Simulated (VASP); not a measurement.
Runs of VASP 6.6.1 on AlRu (CsCl type). The structure is that of space group Pm-3m (No. 221), or close to it. The cells are those of the table. 

```tsv
cell	gap on the mesh (eV)	pressure (GPa)
a = 2.693 Å, 2 atoms	none	(a)
a = 2.879 Å, 2 atoms	none	34.4
a = 2.589 Å, 2 atoms	none	238.1
a = 2.462 Å, 2 atoms	none	438.1
```

Alike in all rows: task single point; level PBE; potentials or basis VASP PAW PBE potentials, release 64 (Ru_pv, Al); no spin polarisation; k mesh 13 × 13 × 13; cutoff (eV) 520; smearing fermi-dirac 0.1 eV.

Problem. Estimate the missing entries.

Solution. (a) 136.5.

A k mesh can miss the band edges, and the runs leave out spin-orbit coupling on Ru.

A gap of «none» marks levels without a gap at the run's occupations.
